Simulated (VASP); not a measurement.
Crystal: Sb.

```xyz
2
Lattice="1.6369 -4.7658 0.0000 1.6369 4.7658 0.0000 -0.1390 0.0000 3.9414" Properties=species:S:1:pos:R:3 pbc="T T T"
Sb    1.6022   -3.5172    0.9853
Sb    1.5327    3.5172    2.9560
```

- Program: VASP 6.6.1
- Task: relaxation of cell and atoms
- Functional: PBE
- Potentials or basis: VASP PAW PBE potentials, release 64 (Sb)
- Cutoff: 600 eV
- k mesh: 6 × 6 × 4
- Occupations: gaussian, width 0.1 eV
- Spin: no spin polarisation

At the start: pressure -3.0 GPa; volume 30.75 Å³/atom.

Q: Where does the relaxation end?

A: Over 19 steps the energy falls by 164.7 meV/atom and the volume is 30.58 Å³/atom (-0.5 %); space group Cmcm (No. 63, to 0.05 Å).

Step by step:
| step | energy change (eV) | largest force (eV/Å) | pressure (GPa) | volume (Å³) |
| --- | --- | --- | --- | --- |
| 1 | 0.0000 | 0.5497 | -2.95 | 61.50 |
| 2 | -0.0759 | 0.5144 | 1.72 | 56.57 |
| 3 | -0.0759 | 0.5117 | 1.83 | 56.48 |
| 4 | -0.1656 | 0.4249 | 2.59 | 56.38 |
| 5 | -0.2116 | 0.5518 | 5.65 | 55.61 |
| 6 | -0.2544 | 0.0832 | 4.25 | 56.00 |
| 7 | -0.3072 | 0.0815 | 1.20 | 58.98 |
| 8 | -0.3098 | 0.0732 | 0.35 | 59.97 |
| 9 | -0.3186 | 0.0061 | 0.15 | 60.24 |
| 10 | -0.3227 | 0.1448 | -0.16 | 60.73 |
| 11 | -0.3233 | 0.1042 | -0.08 | 60.59 |
| 12 | -0.3249 | 0.0848 | 0.06 | 60.54 |
| 13 | -0.3274 | 0.0219 | 0.43 | 60.40 |
| 14 | -0.3277 | 0.0184 | 0.62 | 60.33 |
| 15 | -0.3285 | 0.0193 | 0.45 | 60.57 |
| 16 | -0.3292 | 0.0226 | 0.14 | 61.04 |
| 17 | -0.3292 | 0.0224 | 0.17 | 61.00 |
| 18 | -0.3294 | 0.0048 | 0.09 | 61.08 |
| 19 | -0.3294 | 0.0123 | 0.01 | 61.17 |

Final structure:
```cif
data_structure
_symmetry_space_group_name_H-M 'P 1'
_symmetry_Int_Tables_number 1
_cell_length_a 4.7259
_cell_length_b 4.7259
_cell_length_c 4.3880
_cell_angle_alpha 90.060
_cell_angle_beta 90.060
_cell_angle_gamma 141.382
_cell_volume 61.17
loop_
_atom_site_label
_atom_site_type_symbol
_atom_site_fract_x
_atom_site_fract_y
_atom_site_fract_z
_atom_site_occupancy
Sb1 Sb 0.88848 0.11152 0.25000 1
Sb2 Sb 0.11152 0.88848 0.75000 1
```

Caveat: the k points lie up to 0.36 Å⁻¹ apart in the final cell.
